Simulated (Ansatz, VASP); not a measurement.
## One calculation of TaN, two programs

```
Ta N
1.0
    -1.44400    1.44400    5.09868
     1.44400   -1.44400    5.09868
     1.44400    1.44400   -5.09868
Ta N
2 2
Direct
  0.75047 0.75047 0.00000
  0.50047 0.00047 0.50000
  0.33216 0.33216 0.00000
  0.08216 0.58216 0.50000
```

Alike in both runs: functional PBEsol; k mesh 14 × 14 × 14; occupations gaussian, width 0.02 eV; no spin polarisation.

Ansatz relaxed the structure, and its values are those at the end. VASP's run is a single point on that final structure, the one shown.

|  | VASP | Ansatz |
| --- | --- | --- |
| version | VASP 6.6.1 | Ansatz 0.2.0 |
| potentials or method | VASP PAW PBE potentials, release 64 (Ta_pv, N), cutoff 520 eV | scalar-relativistic, plane waves, PAW |
| valence electrons in the cell | 32 | 36 |

```tsv
	VASP	Ansatz	Ansatz less VASP
gap on the k mesh at the Fermi level (eV)	0.68	0.68	+0.008
least direct gap on the mesh (eV)	0.99	1.00	+0.008
pressure (GPa)	0.8	0.0	-0.84
```

VASP's potentials were made for PBE, not for PBEsol. VASP's potentials hold 32 valence electrons a cell and Ansatz's 36, so a difference there can come from the potentials and not from the codes.

Spin-orbit coupling is off throughout.
